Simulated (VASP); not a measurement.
# InP: single point with LDA

InP:

```
In P
1.0
    -0.00022    2.91360    2.91360
     2.91360   -0.00022    2.91360
     2.91360    2.91360   -0.00022
In P
1 1
Direct
  0.99999 0.99999 0.99999
  0.25001 0.25001 0.25001
```

```
Program             : VASP 6.6.1
Task                : single point
Functional          : LDA
Potentials or basis : VASP PAW LDA potentials, release 64 (In_d, P)
Cutoff              : 520 eV
k mesh              : 10 × 10 × 10, shifted
Occupations         : gaussian, width 0.01 eV
Spin                : no spin polarisation
```

* Pressure: 0.0 GPa
* Band gap on the k mesh: 1.02 eV, direct

Levels at points of the mesh, in eV from the valence-band top:
| k point | band 5 | band 6 | band 7 | band 8 | band 9 | band 10 | band 11 | band 12 | band 13 | band 14 |
| --- | --- | --- | --- | --- | --- | --- | --- | --- | --- | --- |
| (0.05, 0.05, 0.05) | -14.02 | -11.60 | -0.44 | 0.00 | 0.00 | 1.02 | 4.00 | 4.05 | 4.05 | 8.57 |

It took 2.4 min on 1 thread of Intel(R) Xeon(R) Platinum 8488C (Sapphire Rapids), with other jobs on the host, peak memory 0.46 GiB.

Caveat: spin-orbit coupling is left out, which moves the levels of the heavy elements. A k mesh can miss the band edges.
